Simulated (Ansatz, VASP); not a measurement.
**BAs in VASP and in Ansatz**

The input INCAR:

```
PREC     = Accurate       # precision mode
ENCUT    = 520            # plane-wave cutoff, eV
EDIFF    = 1E-7           # SCF threshold, eV
ISMEAR   = -1             # smearing method
SIGMA    = 0.05           # smearing width, eV
LREAL    = False          # projectors in reciprocal space
LASPH    = True           # aspherical terms in the spheres
NELM     = 80             # most SCF steps
ALGO     = Normal         # electronic algorithm
ISIF     = 2              # what is computed and relaxed
LWAVE    = False          # write WAVECAR
LCHARG   = False          # write CHGCAR
GGA      = B5             # functional
ALDAX    = 1.0          
AGGAX    = 1.0          
AGGAC    = 1.0          
ALDAC    = 0.0          
IVDW     = 13             # dispersion correction
VDW_S6   = 1.0          
VDW_S8   = 2.34076671   
VDW_A1   = 0.44488865   
VDW_A2   = 4.0933009    
NBANDS   = 11             # bands
```

KPOINTS

```
regular mesh
0
Gamma
  10 10 10
```

File POSCAR:

```
BAs
1.0
    0.0000000000      2.4353452264      2.4353452264
    2.4353452264      0.0000000000      2.4353452264
    2.4353452264      2.4353452264      0.0000000000
As B
1 1
Direct
    0.7500000000      0.7500000000      0.7500000000
    0.0000000000      0.0000000000      0.0000000000
```

The input input.yaml:

```yaml
crystal:
  lattice:
    - [0.0, 2.4353452264, 2.4353452264]
    - [2.4353452264, 0.0, 2.4353452264]
    - [2.4353452264, 2.4353452264, 0.0]
  atoms:
    - { symbol: As, position: [0.75, 0.75, 0.75] }
    - { symbol: B, position: [0.0, 0.0, 0.0] }
hamiltonian:
  xc: blyp
  pseudopotentials: { kind: paw }
  dispersion: d4
kpoints:
  mp_grid: { grid: [10, 10, 10] }
scf:
  occupations: { method: fermi_dirac, width: 0.05 }
output:
  forces: true
  stress: true
  eigenvalues: true
```

Alike in both runs: task single point; functional BLYP; dispersion D4; k mesh 10 × 10 × 10; occupations fermi-dirac, width 0.05 eV; no spin polarisation.

```csv
,VASP,Ansatz
version,VASP 6.6.1,Ansatz 0.2.0
potentials or method,"VASP PAW PBE potentials, release 64 (As, B)",Ansatz PAW
plane-wave cutoff (eV),520,420
valence electrons in the cell,8,18
```

VASP gave:

* gap on the k mesh at the Fermi level (eV): 1.45
* least direct gap on the mesh (eV): 3.29
* pressure (GPa): -7.0

Task: Which values does Ansatz return?

Result: gap on the k mesh at the Fermi level (eV): 1.45; least direct gap on the mesh (eV): 3.29; pressure (GPa): -7.7.

VASP's potentials were made for PBE, not for BLYP. VASP's potentials hold 8 valence electrons a cell and Ansatz's 18, so a difference there can come from the potentials and not from the codes.
